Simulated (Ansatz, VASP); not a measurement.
One calculation of InAs3, two programs

```
In As
1.0
     4.44576    0.00000    0.00000
     0.00000    4.44576    0.00000
     0.00000    0.00000    4.30302
In As
1 3
Direct
  0.00000 0.00000 0.00000
  0.50000 0.50000 0.00000
  0.00000 0.50000 0.50000
  0.50000 0.00000 0.50000
```

Change from the starting cell: species swapped into the Zr3Ag type (P4/mmm, No. 123).

Alike in both runs: functional PBE; k mesh 10 × 10 × 12; occupations gaussian, width 0.1 eV; no spin polarisation.

Ansatz relaxed the structure, and its values are those at the end. VASP's run is a single point on that final structure, the one shown.

```csv
,VASP,Ansatz
version,VASP 6.6.1,Ansatz 0.2.0
potentials or method,"VASP PAW PBE potentials, release 64 (In_d, As), cutoff 520 eV","scalar-relativistic, plane waves, PAW"
valence electrons in the cell,28,58
```

|  | VASP | Ansatz | Ansatz less VASP |
| --- | --- | --- | --- |
| gap on the k mesh at the Fermi level (eV) | none | none | - |
| pressure (GPa) | 0.0 | 0.0 | -0.01 |

A gap of «none» marks a metal or a gap that the smearing closes. VASP's potentials hold 28 valence electrons a cell and Ansatz's 58, so a difference there can come from the potentials and not from the codes.
